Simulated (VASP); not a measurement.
Here is a VASP 6.6.1 calculation.

File INCAR:

```
SYSTEM = RbAgBr2
ALGO = Normal ; EDIFF = 1E-6
ENCUT = 500 ; GGA = PE
GGA_COMPAT = .FALSE. ; ISIF = 2
ISMEAR = 0 ; LASPH = .TRUE.
LCHARG = .FALSE. ; LREAL = .FALSE.
LWAVE = .FALSE. ; NBANDS = 25
NELM = 120 ; PREC = Accurate
SIGMA = 0.01
```

File KPOINTS:

```
k-points
0
G
  4 4 4
  0 0 0
```

Contents of POSCAR:

```
RbAgBr2
1.0
    4.5179929585      0.0000000000      0.0000000000
    0.0000000000      4.5179929585      0.0000000000
    0.0000000000      0.0000000000      6.3563247606
Rb Br Ag
1 2 1
Direct
    0.0000000000      0.0000000000      0.0000000000
    0.0000000000      0.0000000000      0.5000000000
    0.5000000000      0.5000000000      0.0000000000
    0.5000000000      0.5000000000      0.5000000000
```

Potentials or basis: VASP PAW PBE potentials, release 64 (Rb_sv, Br, Ag).

Launch:

```bash
$ cat potpaw_PBE.64/Rb_sv/POTCAR potpaw_PBE.64/Br/POTCAR potpaw_PBE.64/Ag/POTCAR > POTCAR
$ mpirun -np 1 vasp_std > vasp.out
```

(1) Predict the pressure.

(2) What does it give for the band gap on the k mesh?

## Answers

(1) 0.9 GPa.

(2) 1.18 eV (least direct gap 1.82 eV).
